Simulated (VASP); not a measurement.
MgO: vibrations by perturbation theory with PBE

MgO:

```
Mg O
1.0
     2.93802    0.00000    0.00000
    -1.46901    2.54440    0.00000
     0.00000    0.00000    2.67968
Mg O
1 1
Direct
  0.00000 0.00000 0.00000
  0.33333 0.66667 0.50000
```

```
Program                : VASP 6.6.1
Task                   : vibrations by perturbation theory
Functional             : PBE
Potentials or basis    : VASP PAW PBE potentials, release 64 (Mg, O)
Cutoff                 : 520 eV
k mesh                 : 10 × 10 × 10
Occupations            : fermi-dirac, width 0.05 eV
Spin                   : no spin polarisation
Dipole correction      : no
Further INCAR settings : ALGO = Normal; EDIFF = 1e-08; NBANDS = 11; IBRION = 8; NSW = 1
```

```json
{
  "Highest phonon frequency at Γ, LO-TO splitting left out": "314 cm⁻¹"
}
```

Phonon frequencies in cm⁻¹ (negative: imaginary):
```
              q point        frequencies
(0.000, 0.000, 0.000)  0 0 0 311 311 314
```

Run time: 2.2 min on 1 thread of AMD EPYC 9R14 (Zen 4), with other jobs on the host, peak memory 0.28 GiB.
